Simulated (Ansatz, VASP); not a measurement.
One calculation of Ru, two programs

```xyz
2
Lattice="2.6337 0.6027 0.1473 0.7945 2.5856 0.0622 0.9047 1.0300 4.4421" Properties=species:S:1:pos:R:3 pbc="T T T"
Ru    2.6178    1.9160    2.0928
Ru    1.3561    0.8368    4.2090
```

Alike in both runs: functional PBE; k mesh 6 × 6 × 6; occupations gaussian, width 0.1 eV; no spin polarisation.

Ansatz relaxed the structure, and its values are those at the end. VASP's run is a single point on that final structure, the one shown.

```csv
,VASP,Ansatz
version,VASP 6.6.1,Ansatz 0.2.0
potentials or method,"VASP PAW PBE potentials, release 64 (Ru_pv), cutoff 520 eV","scalar-relativistic, plane waves, PAW"
valence electrons in the cell,28,32
```

|  | VASP | Ansatz | Ansatz less VASP |
| --- | --- | --- | --- |
| gap on the k mesh at the Fermi level (eV) | none | none | - |
| pressure (GPa) | -0.5 | -0.4 | +0.10 |

A gap of «none» marks a metal or a gap that the smearing closes. VASP's potentials hold 28 valence electrons a cell and Ansatz's 32, so a difference there can come from the potentials and not from the codes.

The k mesh is coarse, so the values compare programs but aren't converged.
